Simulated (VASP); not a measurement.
# SnO2 (Fm-3m) in VASP: settings compared

The runs below take SnO2 through single point, relaxation of cell and atoms, with PBE, r2SCAN, PBEsol.

All numbers are computed with VASP 6.6.1; they aren't measurements. Logs are shortened: lines on timing, memory, paths and dates and some standing lists are left out, and cuts for length are marked.

## Step 1: The cell of the first run

Symmetry: Fm-3m, No. 225, cubic system. The conventional cell has a = 5.144 Å, b = 5.144 Å, c = 5.144 Å, α = 90.00°, β = 90.00°, γ = 90.00°. Sn (site symmetry m-3m) has 8 O at 2.23 Å within 2.9 Å. O (site symmetry -43m) has 4 Sn at 2.23 Å and 6 O at 2.57 Å within 2.9 Å.

## Step 2: Single point, PBE

Contents of INCAR:

```
PREC     = Accurate       # precision mode
ENCUT    = 520            # plane-wave cutoff, eV
EDIFF    = 1E-6           # SCF threshold, eV
ISMEAR   = -1             # smearing method
SIGMA    = 0.02           # smearing width, eV
LREAL    = F              # projectors in reciprocal space
LASPH    = T              # aspherical terms in the spheres
NELM     = 80             # most SCF steps
ALGO     = Normal         # electronic algorithm
ISIF     = 2              # what is computed and relaxed
LWAVE    = F              # write WAVECAR
LCHARG   = F              # write CHGCAR
GGA      = PE             # functional
NBANDS   = 20             # bands
```

Contents of KPOINTS:

```
regular mesh
0
Gamma
  8 8 8
```

Contents of POSCAR:

```
SnO2
1.0
    0.0000000000      2.5721722194      2.5721722194
    2.5721722194      0.0000000000      2.5721722194
    2.5721722194      2.5721722194      0.0000000000
Sn O
1 2
Direct
    0.0000000000      0.0000000000      0.0000000000
    0.7500000000      0.7500000000      0.7500000000
    0.2500000000      0.2500000000      0.2500000000
```

Potentials or basis: VASP PAW PBE potentials, release 64 (Sn_d, O).

Started as:

```console
$ cat potpaw_PBE.64/Sn_d/POTCAR potpaw_PBE.64/O/POTCAR > POTCAR
$ mpirun -np 1 vasp_std > vasp.out
```

OUTCAR:

```text
PREC = Accurate
   ENCUT = 520
   EDIFF = 1E-6
   ISMEAR = -1
   LREAL = F
   LASPH = T
   NELM = 80
   ISIF = 2
   GGA = PE

 ion  position               nearest neighbor table
   1  0.000  0.000  0.000-   2 2.23   2 2.23   2 2.23   3 2.23   3 2.23   3 2.23   3 2.23   2 2.23

   2  0.750  0.750  0.750-   1 2.23   1 2.23   1 2.23   1 2.23
   3  0.250  0.250  0.250-   1 2.23   1 2.23   1 2.23   1 2.23

  LATTYP: Found a face centered cubic cell.
 ALAT       =     5.1443444388

  Lattice vectors:

 A1 = (   0.0000000000,   2.5721722194,   2.5721722194)
 A2 = (   2.5721722194,   0.0000000000,   2.5721722194)
 A3 = (   2.5721722194,   2.5721722194,   0.0000000000)

Analysis of symmetry for initial positions (statically):
=====================================================================
 Subroutine PRICEL returns:
 Original cell was already a primitive cell.

 Routine SETGRP: Setting up the symmetry group for a
 face centered cubic supercell.

 Subroutine GETGRP returns: Found 48 space group operations
 (whereof 48 operations were pure point group operations)
 out of a pool of 48 trial point group operations.

The static configuration has the point symmetry O_h .

Analysis of symmetry for dynamics (positions and initial velocities):
=====================================================================
 Subroutine PRICEL returns:
 Original cell was already a primitive cell.

 Routine SETGRP: Setting up the symmetry group for a
 face centered cubic supercell.

 Subroutine GETGRP returns: Found 48 space group operations
 (whereof 48 operations were pure point group operations)
 out of a pool of 48 trial point group operations.

The dynamic configuration has the point symmetry O_h .

 Subroutine INISYM returns: Found 48 space group operations
 (whereof 48 operations are pure point group operations),
 and found     1 'primitive' translations

----------------------------------------------------------------------------------------

                                     Primitive cell

  volume of cell :      34.0353

  direct lattice vectors                    reciprocal lattice vectors
     0.000000000  2.572172219  2.572172219    -0.194388228  0.194388228  0.194388228
     2.572172219  0.000000000  2.572172219     0.194388228 -0.194388228  0.194388228
     2.572172219  2.572172219  0.000000000     0.194388228  0.194388228 -0.194388228

  length of vectors
     3.637600837  3.637600837  3.637600837     0.336690287  0.336690287  0.336690287

  position of ions in fractional coordinates (direct lattice)
     0.000000000  0.000000000  0.000000000
     0.750000000  0.750000000  0.750000000
     0.250000000  0.250000000  0.250000000

  ion indices of the primitive-cell ions
   primitive index   ion index
                 1           1
                 2           2
                 3           3

----------------------------------------------------------------------------------------

 KPOINTS: regular mesh

Automatic generation of k-mesh.
 Grid dimensions read from file:
 generate k-points for:    8    8    8

 Generating k-lattice:

  Cartesian coordinates                     Fractional coordinates (reciprocal lattice)
    -0.024298529  0.024298529  0.024298529     0.125000000  0.000000000  0.000000000
     0.024298529 -0.024298529  0.024298529     0.000000000  0.125000000  0.000000000
     0.024298529  0.024298529 -0.024298529     0.000000000  0.000000000  0.125000000

  Length of vectors
     0.042086286  0.042086286  0.042086286

  Shift w.r.t. Gamma in fractional coordinates (k-lattice)
     0.000000000  0.000000000  0.000000000

 Subroutine IBZKPT returns following result:
 ===========================================

 Found     29 irreducible k-points:

 Following reciprocal coordinates:
            Coordinates               Weight
  0.000000  0.000000  0.000000      1.000000
  0.125000  0.000000  0.000000      8.000000
  0.250000  0.000000  0.000000      8.000000
  0.375000  0.000000  0.000000      8.000000
  0.500000  0.000000  0.000000      4.000000
  0.125000  0.125000  0.000000      6.000000
[... 16 lines left out ...]
  0.500000  0.250000  0.125000     48.000000
 -0.375000  0.250000  0.125000     24.000000
 [... further k-points ...]
   k-points           NKPTS =     29   k-points in BZ     NKDIM =     29   number of bands    NBANDS=     20
   number of dos      NEDOS =    301   number of ions     NIONS =      3
   total plane-waves  NPLWV =  21952
   dimension x,y,z NGX =    28 NGY =   28 NGZ =   28
   dimension x,y,z NGXF=    56 NGYF=   56 NGZF=   56
   ions per type =               1   2
   NGX,Y,Z   is equivalent  to a cutoff of  12.80, 12.80, 12.80 a.u.
   NGXF,Y,Z  is equivalent  to a cutoff of  25.59, 25.59, 25.59 a.u.
 SYSTEM =  unknown system
   PREC   = accura    normal or accurate (medium, high low for compatibility)
   ISTART =      0    job   : 0-new  1-cont  2-samecut
   ICHARG =      2    charge: 1-file 2-atom 10-const
   ISPIN  =      1    spin polarized calculation?
   LNONCOLLINEAR =      F non collinear calculations
   LSORBIT =      F    spin-orbit coupling
   LASPH  =      T    aspherical Exc in radial PAW
   ENCUT  =  520.0 eV  38.22 Ry    6.18 a.u.   6.76  6.76  6.76*2*pi/ulx,y,z
   NELM   =     80;   NELMIN=  2; NELMDL= -5     # of ELM steps
   EDIFF  = 0.1E-05   stopping-criterion for ELM
   LREAL  =      F    real-space projection
[... 7 lines left out ...]
   TEBEG  =    0.0;   TEEND  =   0.0 temperature during run
   PSTRESS=    0.0 pullay stress
   NELECT =      26.0000    total number of electrons
   NUPDOWN=      -1.0000    fix difference up-down
   EMIN   =  10.00;   EMAX   =-10.00  energy-range for DOS
   EFERMI =   0.00;   METHOD = LEGACY
   ISMEAR =    -1;   SIGMA  =   0.02  broadening in eV -4-tet -1-fermi 0-gaus
   EFERMI_NEDOS =   21; number of points for ismear=-14 and -15
   IALGO  =     38    algorithm
   IMIX   =      4    mixing-type and parameters
     AMIX     =   0.40;   BMIX     =  1.00
     AMIX_MAG =   1.60;   BMIX_MAG =  1.00
  volume/ion in A,a.u.               =      11.35        76.56
  Fermi-wavevector in a.u.,A,eV,Ry     =   1.496543  2.828056 30.472170  2.239641
  Thomas-Fermi vector in A             =   2.608546
   LORBIT       =      0    0 simple, 1 ext, 2 COOP (PROOUT), +10 PAW based schemes
   GGA     = PE    functional components
[... 5 lines left out ...]
 non-spin polarized calculation
  energy-cutoff  :      520.00
  volume of cell :       34.04
 maximum number of plane-waves:       941
   NGX = 13   NGY = 13   NGZ = 13

 number of electron      25.9999991 magnetization

 Free energy of the ion-electron system (eV)
  ---------------------------------------------------
  ext. energy  EPLUGINS =         0.00000000
  ---------------------------------------------------
  free energy    TOTEN  =       -17.91704355 eV

  energy without entropy =      -17.91676428  energy(sigma->0) =      -17.91690392

 E-fermi :   7.4191     XC(G=0): -11.6755

 val. band max:        7.3789589769   @ k =  -0.2500   0.5000   0.2500
 cond. band min:       8.6493914892   @ k =   0.1250   0.0000   0.0000
 fundamental gap:      1.2704325123
 Fermi energy:         7.4190779541

 k-point     1 :       0.0000    0.0000    0.0000
  band No.  band energies     occupation
      1     -13.1819      2.00000
      2     -13.1819      2.00000
      3     -13.1819      2.00000
      4     -13.0567      2.00000
      5     -13.0567      2.00000
      6     -11.9380      2.00000
[... 12 lines left out ...]
     19      22.4819      0.00000
     20      22.4819      0.00000

 k-point     2 :       0.1250    0.0000    0.0000
  band No.  band energies     occupation
      1     -13.2352      2.00000
      2     -13.1714      2.00000
      3     -13.1714      2.00000
      4     -13.0568      2.00000
      5     -13.0568      2.00000
      6     -11.7843      2.00000
[... 12 lines left out ...]
     19      22.5107      0.00000
     20      22.5107      0.00000

 k-point     3 :       0.2500    0.0000    0.0000
  band No.  band energies     occupation
      1     -13.3782      2.00000
      2     -13.1523      2.00000
      3     -13.1523      2.00000
      4     -13.0510      2.00000
      5     -13.0510      2.00000
      6     -11.3069      2.00000
[... 12 lines left out ...]
     19      22.5799      0.00000
     20      23.1963      0.00000

 k-point     4 :       0.3750    0.0000    0.0000
  band No.  band energies     occupation
      1     -13.5251      2.00000
      2     -13.1440      2.00000
      3     -13.1440      2.00000
      4     -13.0340      2.00000
      5     -13.0340      2.00000
      6     -10.5696      2.00000
[... 12 lines left out ...]
     19      22.5835      0.00000
     20      23.0251      0.00000

 k-point     5 :       0.5000    0.0000    0.0000
  band No.  band energies     occupation
      1     -13.5851      2.00000
      2     -13.1433      2.00000
      3     -13.1433      2.00000
      4     -13.0240      2.00000
      5     -13.0240      2.00000
      6      -9.9469      2.00000
[... 12 lines left out ...]
     19      22.5180      0.00000
     20      22.6281      0.00000
[... 353 lines left out ...]
      6     -10.2957      2.00000
[... 12 lines left out ...]
     19      24.5301      0.00000
     20      24.7206      0.00000

 k-point    22 :       0.3750    0.2500    0.1250
  band No.  band energies     occupation
      1     -13.4231      2.00000
      2     -13.1881      2.00000
      3     -13.1154      2.00000
      4     -13.0781      2.00000
      5     -13.0395      2.00000
      6     -10.9569      2.00000
[... 12 lines left out ...]
     19      23.0155      0.00000
     20      25.7101      0.00000

 k-point    23 :       0.5000    0.2500    0.1250
  band No.  band energies     occupation
      1     -13.4742      2.00000
      2     -13.2511      2.00000
      3     -13.0995      2.00000
      4     -13.0751      2.00000
      5     -13.0364      2.00000
      6     -10.2660      2.00000
[... 12 lines left out ...]
     19      23.0308      0.00000
     20      26.1178      0.00000

 k-point    24 :      -0.3750    0.2500    0.1250
  band No.  band energies     occupation
      1     -13.4967      2.00000
      2     -13.2774      2.00000
      3     -13.0978      2.00000
      4     -13.0720      2.00000
      5     -13.0315      2.00000
      6      -9.6122      2.00000
[... 12 lines left out ...]
     19      23.0142      0.00000
     20      26.5968      0.00000

 [... further k-points ...]

------------------------ aborting loop because EDIFF is reached ----------------------------------------

  FORCE on cell =-STRESS in cart. coord.  units (eV):
  Direction    XX          YY          ZZ          XY          YZ          ZX
  --------------------------------------------------------------------------------------
  -------------------------------------------------------------------------------------
  Total        0.1178406      0.1178406      0.1178406      0.0000000     -0.0000000     -0.0000000
  in kB        5.5472196      5.5472196      5.5472196      0.0000000     -0.0000000     -0.0000000
  external PRESSURE =       5.5472196 kB  Pullay stress =       0.0000000 kB

 VOLUME and BASIS-vectors are now :
 -----------------------------------------------------------------------------
  energy-cutoff  :      520.00
  volume of cell :       34.04
      direct lattice vectors                 reciprocal lattice vectors
     0.000000000  2.572172219  2.572172219    -0.194388228  0.194388228  0.194388228
     2.572172219  0.000000000  2.572172219     0.194388228 -0.194388228  0.194388228
     2.572172219  2.572172219  0.000000000     0.194388228  0.194388228 -0.194388228

 POSITION                                       TOTAL-FORCE (eV/Angst)
 -----------------------------------------------------------------------------------
      0.00000      0.00000      0.00000        -0.000000     -0.000000      0.000000
      3.85826      3.85826      3.85826        -0.000000     -0.000000     -0.000000
      1.28609      1.28609      1.28609         0.000000      0.000000      0.000000
 -----------------------------------------------------------------------------------
    total drift:                               -0.000000     -0.000000      0.000000

  FREE ENERGIE OF THE ION-ELECTRON SYSTEM (eV)
  ---------------------------------------------------
  free  energy   TOTEN  =       -17.9170435496 eV

  energy  without entropy=      -17.9167642826  energy(sigma->0) =      -17.91690392
```

Run time: 13 s. Hardware: 1 thread of Intel Xeon Platinum 8488C (Sapphire Rapids), shared host; peak memory 0.16 GiB.

What came out:

| Property | Result |
| --- | --- |
| Free energy | -17.9170 eV |
| Pressure | 0.6 GPa |
| Band gap on the k mesh | zero (band 13 reaches 7.38 eV, above the bottom of band 14 at 7.22 eV) |

Levels at points of the mesh, in eV from the Fermi level:
```
           k point  band 9  band 10  band 11  band 12  band 13  band 14  band 15  band 16  band 17  band 18
(0.00, 0.00, 0.00)   -2.83    -2.83    -1.35    -1.35    -1.35    -0.20     6.95     6.95     6.95    13.19
(0.50, 0.00, 0.00)   -3.76    -3.27    -3.27    -2.06    -2.06     4.46     7.81    10.02    10.02    15.10
(0.50, 0.50, 0.00)   -5.30    -5.30    -0.22    -0.22    -0.13     3.03     6.84     9.73    11.75    11.75
```

Caveat: spin-orbit coupling is left out, which moves the levels of the heavy elements.

## Step 3: Single point, r2SCAN

This run uses another cell than the first one, of 10.84 Å³/atom, 0.956 times its volume.

Contents of POSCAR:

```
SnO2
1.0
    0.0000000000      2.5334672578      2.5334672578
    2.5334672578      0.0000000000      2.5334672578
    2.5334672578      2.5334672578      0.0000000000
Sn O
1 2
Direct
    0.0000000000      0.0000000000      0.0000000000
    0.7500000000      0.7500000000      0.7500000000
    0.2500000000      0.2500000000      0.2500000000
```

Contents of INCAR.step1:

```
SYSTEM = SnO2
PREC     = Accurate       ! precision mode
ENCUT    = 520            ! plane-wave cutoff, eV
ISMEAR   = -1             ! smearing method
SIGMA    = 0.02           ! smearing width, eV
LREAL    = .False.        ! projectors in reciprocal space
LASPH    = .True.         ! aspherical terms in the spheres
NELM     = 80             ! most SCF steps
NBANDS   = 20             ! bands
GGA      = PE             ! functional
ALGO     = Normal         ! electronic algorithm
EDIFF    = 1E-4           ! SCF threshold, eV
LWAVE    = .True.         ! write WAVECAR
LCHARG   = .False.        ! write CHGCAR
```

Contents of INCAR.step2:

```
SYSTEM = SnO2
PREC     = Accurate       ! precision mode
ENCUT    = 520            ! plane-wave cutoff, eV
EDIFF    = 1E-6           ! SCF threshold, eV
ISMEAR   = -1             ! smearing method
SIGMA    = 0.02           ! smearing width, eV
LREAL    = .False.        ! projectors in reciprocal space
LASPH    = .True.         ! aspherical terms in the spheres
NELM     = 80             ! most SCF steps
ALGO     = Normal         ! electronic algorithm
ISIF     = 2              ! what is computed and relaxed
LWAVE    = .False.        ! write WAVECAR
LCHARG   = .True.         ! write CHGCAR
METAGGA  = R2SCAN         ! meta-GGA
LMIXTAU  = .True.       
LELF     = .True.         ! ELF
LVHAR    = .True.       
NBANDS   = 20             ! bands
ISTART   = 1
```

Contents of KPOINTS:

```
Automatic mesh
0
Gamma
  8 8 8
  0 0 0
```

Potentials or basis: VASP PAW PBE potentials, release 64 (Sn_d, O).

Started as:

```console
$ cat potpaw_PBE.64/Sn_d/POTCAR potpaw_PBE.64/O/POTCAR > POTCAR
$ cp INCAR.step1 INCAR
$ mpirun -np 1 vasp_std > vasp.out
$ cp INCAR.step2 INCAR
$ mpirun -np 1 vasp_std > vasp.out
```

Run time: 53 s. Hardware: 1 thread of Intel Xeon Platinum 8488C (Sapphire Rapids), shared host; peak memory 0.17 GiB.

Results (log left out):

- Free energy: -41.4814 eV
- Pressure: 1.4 GPa
- Band gap on the k mesh: 0.86 eV, indirect (least direct gap 2.29 eV)

Levels at points of the mesh, in eV from the valence-band top:
```
           k point  band 10  band 11  band 12  band 13  band 14  band 15  band 16  band 17
(0.00, 0.00, 0.00)    -3.03    -1.44    -1.44    -1.44     0.86     7.89     7.89     7.89
(0.50, 0.00, 0.00)    -3.48    -3.48    -2.21    -2.21     5.54     8.62    11.40    11.40
(0.50, 0.50, 0.00)    -5.65    -0.21    -0.21    -0.13     3.85     8.09    10.48    13.37
```

Caveat: the PAW data sets were made with another functional, which shifts forces and pressure a little; spin-orbit coupling is left out, which moves the levels of the heavy elements. r2SCAN opens gaps a little over a GGA but as a rule still falls short of measured ones.

## Step 4: Single point, r2SCAN

This run uses another cell than the first one, of 10.84 Å³/atom, 0.956 times its volume.

POSCAR is that of step 3.

Contents of INCAR.step1:

```
ALGO     = Normal         # electronic algorithm
EDIFF    = 1E-4           # SCF threshold, eV
ENCUT    = 520            # plane-wave cutoff, eV
GGA      = PE             # functional
ISMEAR   = 0              # smearing method
LASPH    = T              # aspherical terms in the spheres
LCHARG   = F              # write CHGCAR
LREAL    = F              # projectors in reciprocal space
LWAVE    = T              # write WAVECAR
NBANDS   = 20             # bands
NELM     = 60             # most SCF steps
PREC     = Accurate       # precision mode
SIGMA    = 0.01           # smearing width, eV
```

Contents of INCAR.step2:

```
ALGO     = Normal         # electronic algorithm
EDIFF    = 1E-6           # SCF threshold, eV
ENCUT    = 520            # plane-wave cutoff, eV
ISIF     = 2              # what is computed and relaxed
ISMEAR   = 0              # smearing method
ISTART   = 1            
LASPH    = T              # aspherical terms in the spheres
LCHARG   = F              # write CHGCAR
LMIXTAU  = T            
LREAL    = F              # projectors in reciprocal space
LWAVE    = F              # write WAVECAR
METAGGA  = R2SCAN         # meta-GGA
NBANDS   = 20             # bands
NELM     = 60             # most SCF steps
PREC     = Accurate       # precision mode
SIGMA    = 0.01           # smearing width, eV
```

Contents of KPOINTS:

```
k-points
0
Gamma
  8 8 8
```

Started as:

```console
$ cat potpaw_PBE.64/Sn_d/POTCAR potpaw_PBE.64/O/POTCAR > POTCAR
$ cp INCAR.step1 INCAR
$ mpirun -np 1 vasp_std > vasp.out
$ cp INCAR.step2 INCAR
$ mpirun -np 1 vasp_std > vasp.out
```

It took 55 s on 1 thread of Intel Xeon Platinum 8488C (Sapphire Rapids), shared host; peak memory 0.17 GiB.

Results (log left out):

```yaml
Free_energy: -41.4814 eV
Pressure: 1.4 GPa
Band_gap_on_the_k_mesh: 0.86 eV, indirect (least direct gap 2.29 eV)
```

Levels at points of the mesh, in eV from the valence-band top:
| k point | band 11 | band 12 | band 13 | band 14 | band 15 | band 16 |
| --- | --- | --- | --- | --- | --- | --- |
| (0.00, 0.00, 0.00) | -1.44 | -1.44 | -1.44 | 0.86 | 7.89 | 7.89 |
| (0.50, 0.00, 0.00) | -3.48 | -2.21 | -2.21 | 5.54 | 8.62 | 11.40 |
| (0.50, 0.50, 0.00) | -0.21 | -0.21 | -0.13 | 3.85 | 8.09 | 10.48 |

Caveat: the PAW data sets were made with another functional, which shifts forces and pressure a little; spin-orbit coupling is left out, which moves the levels of the heavy elements. r2SCAN opens gaps a little over a GGA but as a rule still falls short of measured ones.

(Part 1 of 2 ends here.)
